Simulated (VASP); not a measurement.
# Li (P6_3/mmc) in VASP: notebook, part 2 of 2

VASP 6.6.1. Earlier steps stand in the parts before.

### 3 Single point, PBEsol (17.76 Å³/atom)

This run uses another cell than the first one, of 17.76 Å³/atom.

Contents of INCAR:

```
PREC = Accurate
ENCUT = 520
EDIFF = 1E-6
ISMEAR = -1
SIGMA = 0.1
LREAL = F
LASPH = T
NELM = 60
ALGO = Normal
ISIF = 2
LWAVE = F
LCHARG = F
GGA = PS
NBANDS = 14
```

Contents of KPOINTS:

```
regular mesh
0
Gamma
  13 13 4
```

Contents of POSCAR:

```
Li
1.0
    2.9307558348      0.0000000000      0.0000000000
   -1.4653779174      2.5381090052      0.0000000000
    0.0000000000      0.0000000000      9.5492248820
Li
4
Direct
    1.0000000000      0.0000000000      1.0000000000
    1.0000000000      1.0000000000      0.5000000000
    0.3333333333      0.6666666667      0.2500000000
    0.6666666667      0.3333333333      0.7500000000
```

Potentials or basis: VASP PAW PBE potentials, release 64 (Li_sv).

Command:

```sh
cat potpaw_PBE.64/Li_sv/POTCAR > POTCAR
mpirun -np 1 vasp_std > vasp.out
```

OUTCAR:

```text
PREC = Accurate
   ENCUT = 520
   EDIFF = 1E-6
   ISMEAR = -1
   LREAL = F
   LASPH = T
   NELM = 60
   ISIF = 2
   GGA = PS

 ion  position               nearest neighbor table
   1  0.000  0.000  0.000-
   2  0.000  0.000  0.500-
   3  0.333  0.667  0.250-
   4  0.667  0.333  0.750-

  LATTYP: Found a hexagonal cell.
 ALAT       =     2.9307558348
 C/A-ratio  =     3.2582806007

  Lattice vectors:

 A1 = (   2.9307558348,   0.0000000000,   0.0000000000)
 A2 = (  -1.4653779174,   2.5381090052,   0.0000000000)
 A3 = (   0.0000000000,   0.0000000000,   9.5492248820)

Analysis of symmetry for initial positions (statically):
=====================================================================
 Subroutine PRICEL returns:
 Original cell was already a primitive cell.

 Routine SETGRP: Setting up the symmetry group for a
 hexagonal supercell.

 Subroutine GETGRP returns: Found 24 space group operations
 (whereof 12 operations were pure point group operations)
 out of a pool of 24 trial point group operations.

The static configuration has the point symmetry D_3d.
 The point group associated with its full space group is D_6h.

Analysis of symmetry for dynamics (positions and initial velocities):
=====================================================================
 Subroutine PRICEL returns:
 Original cell was already a primitive cell.

 Routine SETGRP: Setting up the symmetry group for a
 hexagonal supercell.

 Subroutine GETGRP returns: Found 24 space group operations
 (whereof 12 operations were pure point group operations)
 out of a pool of 24 trial point group operations.

The dynamic configuration has the point symmetry D_3d.
 The point group associated with its full space group is D_6h.

 Subroutine INISYM returns: Found 24 space group operations
 (whereof 12 operations are pure point group operations),
 and found     1 'primitive' translations

----------------------------------------------------------------------------------------

                                     Primitive cell

  volume of cell :      71.0327

  direct lattice vectors                    reciprocal lattice vectors
     2.930755835  0.000000000  0.000000000     0.341208909  0.196997055  0.000000000
    -1.465377917  2.538109005  0.000000000     0.000000000  0.393994111  0.000000000
     0.000000000  0.000000000  9.549224882     0.000000000  0.000000000  0.104720541

  length of vectors
     2.930755835  2.930755835  9.549224882     0.393994111  0.393994111  0.104720541

  position of ions in fractional coordinates (direct lattice)
     0.000000000  0.000000000  0.000000000
     0.000000000  0.000000000  0.500000000
     0.333333333  0.666666667  0.250000000
     0.666666667  0.333333333  0.750000000

  ion indices of the primitive-cell ions
   primitive index   ion index
                 1           1
                 2           2
                 3           3
                 4           4

----------------------------------------------------------------------------------------

 KPOINTS: regular mesh

[... 26 lines left out ...]
  0.153846 -0.000000  0.000000      6.000000
  0.230769  0.000000  0.000000      6.000000
  0.307692 -0.000000  0.000000      6.000000
  0.384615  0.000000  0.000000      6.000000
[... 16 lines left out ...]
  0.076923 -0.000000  0.250000     12.000000
  0.153846 -0.000000  0.250000     12.000000
 [... further k-points ...]
   k-points           NKPTS =     63   k-points in BZ     NKDIM =     63   number of bands    NBANDS=     14
   number of dos      NEDOS =    301   number of ions     NIONS =      4
   total plane-waves  NPLWV =  41472
   dimension x,y,z NGX =    24 NGY =   24 NGZ =   72
   dimension x,y,z NGXF=    48 NGYF=   48 NGZF=  144
   ions per type =               4
   NGX,Y,Z   is equivalent  to a cutoff of  13.61, 13.61, 12.53 a.u.
   NGXF,Y,Z  is equivalent  to a cutoff of  27.23, 27.23, 25.07 a.u.
 SYSTEM =  unknown system
   PREC   = accura    normal or accurate (medium, high low for compatibility)
   ISTART =      0    job   : 0-new  1-cont  2-samecut
   ICHARG =      2    charge: 1-file 2-atom 10-const
   ISPIN  =      1    spin polarized calculation?
   LNONCOLLINEAR =      F non collinear calculations
   LSORBIT =      F    spin-orbit coupling
   LASPH  =      T    aspherical Exc in radial PAW
   ENCUT  =  520.0 eV  38.22 Ry    6.18 a.u.   5.45  5.45 17.76*2*pi/ulx,y,z
   NELM   =     60;   NELMIN=  2; NELMDL= -5     # of ELM steps
   EDIFF  = 0.1E-05   stopping-criterion for ELM
   LREAL  =      F    real-space projection
   EDIFFG = 0.1E-04   stopping-criterion for IOM
   NSW    =      0    number of steps for IOM
   IBRION =     -1    ionic relax: 0-MD 1-quasi-New 2-CG
   NFREE  =      0    steps in history (QN), initial steepest desc. (CG)
   ISIF   =      2    stress and relaxation
   ISYM   =      2    0-nonsym 1-usesym 2-fastsym
   POTIM  = 0.5000    time-step for ionic-motion
   TEBEG  =    0.0;   TEEND  =   0.0 temperature during run
   PSTRESS=    0.0 pullay stress
   NELECT =      12.0000    total number of electrons
   NUPDOWN=      -1.0000    fix difference up-down
   EMIN   =  10.00;   EMAX   =-10.00  energy-range for DOS
   EFERMI =   0.00;   METHOD = LEGACY
   ISMEAR =    -1;   SIGMA  =   0.10  broadening in eV -4-tet -1-fermi 0-gaus
   EFERMI_NEDOS =   21; number of points for ismear=-14 and -15
   IALGO  =     38    algorithm
   IMIX   =      4    mixing-type and parameters
     AMIX     =   0.40;   BMIX     =  1.00
     AMIX_MAG =   1.60;   BMIX_MAG =  1.00
  volume/ion in A,a.u.               =      17.76       119.84
  Fermi-wavevector in a.u.,A,eV,Ry     =   0.905001  1.710205 11.143545  0.819027
  Thomas-Fermi vector in A             =   2.028516
   LORBIT       =      0    0 simple, 1 ext, 2 COOP (PROOUT), +10 PAW based schemes
   GGA     = PS    functional components
   LHFCALC =     F    Hartree Fock is set to
   AEXX    =    0.0000 exact exchange contribution
   IVDW    =     0    specifies the selected vdW correction
   LEPSILON=     F    determine dielectric tensor
   LRPA    =     F    only Hartree local field effects (RPA)
 non-spin polarized calculation
  energy-cutoff  :      520.00
  volume of cell :       71.03
 maximum number of plane-waves:      1955
 NGX is ok and might be reduce to    24
   NGX = 11   NGY = 11   NGZ = 35

 number of electron      12.0000005 magnetization

 Free energy of the ion-electron system (eV)
  ---------------------------------------------------
  ext. energy  EPLUGINS =         0.00000000
  ---------------------------------------------------
  free energy    TOTEN  =        -7.83281142 eV

  energy without entropy =       -7.76655850  energy(sigma->0) =       -7.79968496

 E-fermi :   1.0251     XC(G=0):  -7.3488

 val. band max:        1.0152122998   @ k =   0.3077   0.2308   0.2500
 cond. band min:       1.0257674274   @ k =   0.3846   0.1538   0.0000
 fundamental gap:      0.0105551275
 Fermi energy:         1.0251150102

 k-point     1 :       0.0000    0.0000    0.0000
  band No.  band energies     occupation
      1     -44.6821      2.00000
      2     -44.6663      2.00000
      3     -44.6647      2.00000
      4     -44.6492      2.00000
      5      -2.7030      2.00000
      6      -1.5396      2.00000
      7      -1.5388      2.00000
      8       0.9502      1.35797
      9       4.4292      0.00000
     10       9.8082      0.00000
     11       9.8142      0.00000
     12      14.7210      0.00000
     13      14.7210      0.00000
     14      15.3503      0.00000
[... 377 lines left out ...]
      1     -44.6745      2.00000
      2     -44.6667      2.00000
      3     -44.6553      2.00000
      4     -44.6475      2.00000
      5      -2.2381      2.00000
      6      -1.6482      2.00000
      7      -0.4768      2.00000
      8       1.0766      0.74815
      9       5.1160      0.00000
     10       8.0714      0.00000
     11      11.3222      0.00000
     12      12.0592      0.00000
     13      12.5930      0.00000
     14      12.8511      0.00000

 [... further k-points ...]
[... 5 lines left out ...]
  --------------------------------------------------------------------------------------
  -------------------------------------------------------------------------------------
  Total        0.8973658      0.8973658      0.9723364      0.0000000     -0.0000000      0.0000000
  in kB       20.2405396     20.2405396     21.9315387      0.0000000     -0.0000000      0.0000000
  external PRESSURE =      20.8042060 kB  Pullay stress =       0.0000000 kB

 VOLUME and BASIS-vectors are now :
 -----------------------------------------------------------------------------
  energy-cutoff  :      520.00
  volume of cell :       71.03
      direct lattice vectors                 reciprocal lattice vectors
     2.930755835  0.000000000  0.000000000     0.341208909  0.196997055  0.000000000
    -1.465377917  2.538109005  0.000000000     0.000000000  0.393994111  0.000000000
     0.000000000  0.000000000  9.549224882     0.000000000  0.000000000  0.104720541

 POSITION                                       TOTAL-FORCE (eV/Angst)
 -----------------------------------------------------------------------------------
      0.00000      0.00000      0.00000         0.000000     -0.000000     -0.000000
      0.00000      0.00000      4.77461         0.000000     -0.000000     -0.000000
     -0.00000      1.69207      2.38731        -0.000000      0.000000     -0.000000
      1.46538      0.84604      7.16192         0.000000     -0.000000      0.000000
 -----------------------------------------------------------------------------------
    total drift:                               -0.000000      0.000000      0.000000

  FREE ENERGIE OF THE ION-ELECTRON SYSTEM (eV)
  ---------------------------------------------------
  free  energy   TOTEN  =        -7.8328114233 eV

  energy  without entropy=       -7.7665585045  energy(sigma->0) =       -7.79968496
```

OSZICAR:

```text
N       E                     dE             d eps       ncg     rms          rms(c)
DAV:   1     0.435398321326E+02    0.43540E+02   -0.49712E+03  1764   0.826E+02
DAV:   2     0.227827585057E+01   -0.41262E+02   -0.39816E+02  2170   0.192E+02
DAV:   3    -0.764202159725E+01   -0.99203E+01   -0.97970E+01  3432   0.480E+01
DAV:   4    -0.783236194509E+01   -0.19034E+00   -0.19026E+00  2308   0.119E+01
DAV:   5    -0.783896020541E+01   -0.65983E-02   -0.65979E-02  2862   0.167E+00    0.536E-01
DAV:   6    -0.783404603933E+01    0.49142E-02   -0.31147E-03  2800   0.366E-01    0.308E-01
DAV:   7    -0.783265829272E+01    0.13877E-02   -0.92553E-03  2876   0.496E-01    0.753E-02
DAV:   8    -0.783288970368E+01   -0.23141E-03   -0.10919E-03  2676   0.242E-01    0.668E-02
DAV:   9    -0.783281430293E+01    0.75401E-04   -0.99169E-05  2820   0.876E-02    0.301E-03
DAV:  10    -0.783281291393E+01    0.13890E-05   -0.20770E-05  2604   0.298E-02    0.975E-04
DAV:  11    -0.783281161871E+01    0.12952E-05   -0.40263E-07  1820   0.493E-03    0.119E-03
DAV:  12    -0.783281142332E+01    0.19539E-06   -0.82133E-08  1500   0.255E-03
   1 F= -.78328114E+01 E0= -.77996850E+01  d E =-.662529E-01
```

Wall time 2 min (1 thread of AMD EPYC, shared host); peak memory 0.17 GiB.

Results:

```
Free energy            : -7.8328 eV
Band gap on the k mesh : zero (bands 6 and 7 overlap by 4.28 eV)
```

Levels at points of the mesh, in eV from the Fermi level:
```csv
k point,band 4,band 5,band 6,band 7,band 8,band 9
"(0.00, 0.00, 0.00)",-45.67,-3.73,-2.56,-2.56,-0.07,3.40
"(0.00, 0.00, 0.50)",-45.68,-3.44,-3.44,-1.18,-1.18,5.24
```

Caveat: the cutoff is under 1.25 times the usual one of these potentials, so pressure, stress and relaxed cells hold a basis-set (Pulay) error; the PAW data sets were made with another functional, which shifts forces and pressure a little.

### 4 Single point, PBEsol (18.57 Å³/atom)

This run uses another cell than the first one, of 18.57 Å³/atom.

Contents of INCAR:

```
SYSTEM = Li
PREC     = Accurate       ! precision mode
ENCUT    = 520            ! plane-wave cutoff, eV
EDIFF    = 1E-6           ! SCF threshold, eV
ISMEAR   = -1             ! smearing method
SIGMA    = 0.1            ! smearing width, eV
LREAL    = .False.        ! projectors in reciprocal space
LASPH    = .True.         ! aspherical terms in the spheres
NELM     = 100            ! most SCF steps
ALGO     = Normal         ! electronic algorithm
ISIF     = 2              ! what is computed and relaxed
LWAVE    = .False.        ! write WAVECAR
LCHARG   = .False.        ! write CHGCAR
GGA      = PS             ! functional
NBANDS   = 14             ! bands
```

Contents of KPOINTS:

```
regular mesh
0
Gamma
  13 13 4
  0 0 0
```

Contents of POSCAR:

```
Li
1.0
    2.9745049091      0.0000000000      0.0000000000
   -1.4872524546      2.5759968150      0.0000000000
    0.0000000000      0.0000000000      9.6917716422
Li
4
Direct
    1.0000000000      0.0000000000      1.0000000000
    1.0000000000      1.0000000000      0.5000000000
    0.3333333333      0.6666666667      0.2500000000
    0.6666666667      0.3333333333      0.7500000000
```

Command:

```sh
cat potpaw_PBE.64/Li_sv/POTCAR > POTCAR
mpirun -np 1 vasp_std > vasp.out
```

It took 1.7 min on 1 thread of AMD EPYC, shared host; peak memory 0.17 GiB.

The run converged. Its results:

```
Free energy            : -7.8694 eV
Band gap on the k mesh : zero (bands 6 and 7 overlap by 4.21 eV)
```

Levels at points of the mesh, in eV from the Fermi level:
```csv
k point,band 3,band 4,band 5,band 6,band 7,band 8,band 9,band 10
"(0.00, 0.00, 0.00)",-45.76,-45.75,-3.67,-2.53,-2.53,-0.05,3.24,8.51
"(0.00, 0.00, 0.50)",-45.75,-45.75,-3.39,-3.39,-1.16,-1.16,5.06,5.06
```

Caveat: the cutoff is under 1.25 times the usual one of these potentials, so pressure, stress and relaxed cells hold a basis-set (Pulay) error; the PAW data sets were made with another functional, which shifts forces and pressure a little.

### 5 Single point, PBEsol (19.37 Å³/atom)

This run uses another cell than the first one, of 19.37 Å³/atom.

Contents of INCAR:

```
SYSTEM = Li
ALGO     = Normal         ! electronic algorithm
EDIFF    = 1E-6           ! SCF threshold, eV
ENCUT    = 520            ! plane-wave cutoff, eV
GGA      = PS             ! functional
ISIF     = 2              ! what is computed and relaxed
ISMEAR   = -1             ! smearing method
LASPH    = .TRUE.         ! aspherical terms in the spheres
LCHARG   = .FALSE.        ! write CHGCAR
LREAL    = .FALSE.        ! projectors in reciprocal space
LWAVE    = .FALSE.        ! write WAVECAR
NBANDS   = 14             ! bands
NELM     = 100            ! most SCF steps
PREC     = Accurate       ! precision mode
SIGMA    = 0.1            ! smearing width, eV
```

Contents of KPOINTS:

```
k-points
0
G
  13 13 4
  0 0 0
```

Contents of POSCAR:

```
Li
1.0
    3.0170035782      0.0000000000      0.0000000000
   -1.5085017891      2.6128017420      0.0000000000
    0.0000000000      0.0000000000      9.8302442312
Li
4
Direct
    1.0000000000      0.0000000000      1.0000000000
    1.0000000000      1.0000000000      0.5000000000
    0.3333333333      0.6666666667      0.2500000000
    0.6666666667      0.3333333333      0.7500000000
```

Command:

```sh
cat potpaw_PBE.64/Li_sv/POTCAR > POTCAR
mpirun -np 1 vasp_std > vasp.out
```

Wall time 2.5 min (1 thread of AMD EPYC, shared host); peak memory 0.17 GiB.

Results (log left out):

```
Free energy            : -7.8902 eV
Band gap on the k mesh : zero (bands 6 and 7 overlap by 4.14 eV)
```

Levels at points of the mesh, in eV from the Fermi level:
| k point | band 3 | band 4 | band 5 | band 6 | band 7 | band 8 | band 9 | band 10 |
| --- | --- | --- | --- | --- | --- | --- | --- | --- |
| (0.00, 0.00, 0.00) | -45.83 | -45.82 | -3.62 | -2.49 | -2.49 | -0.03 | 3.09 | 8.26 |
| (0.00, 0.00, 0.50) | -45.83 | -45.83 | -3.34 | -3.34 | -1.14 | -1.14 | 4.89 | 4.89 |

Caveat: the cutoff is under 1.25 times the usual one of these potentials, so pressure, stress and relaxed cells hold a basis-set (Pulay) error; the PAW data sets were made with another functional, which shifts forces and pressure a little.

### 6 Summary

| cell | k mesh | gap on the mesh (eV) |
| --- | --- | --- |
| a = 3.058, b = 3.058, c = 9.965 Å, angles 90.0, 90.0, 120.0°, 4 atoms | 12 × 12 × 3 | none |
| a = 2.931, b = 2.931, c = 9.549 Å, angles 90.0, 90.0, 120.0°, 4 atoms | 13 × 13 × 4 | none |
| a = 2.975, b = 2.975, c = 9.692 Å, angles 90.0, 90.0, 120.0°, 4 atoms | 13 × 13 × 4 | none |
| a = 3.017, b = 3.017, c = 9.830 Å, angles 90.0, 90.0, 120.0°, 4 atoms | 13 × 13 × 4 | none |

Alike in all rows: task single point; level PBEsol; potentials or basis VASP PAW PBE potentials, release 64 (Li_sv); no spin polarisation; cutoff (eV) 520; smearing fermi-dirac 0.1 eV.

Caveats: the cutoff is under 1.25 times the usual one of these potentials, so pressure, stress and relaxed cells hold a basis-set (Pulay) error; the PAW data sets were made with another functional, which shifts forces and pressure a little.

Total energies depend on the potentials used, so only differences within one code and one set of settings carry meaning.

The gap in the log of VASP goes by the Fermi energy; the results here count the filled bands.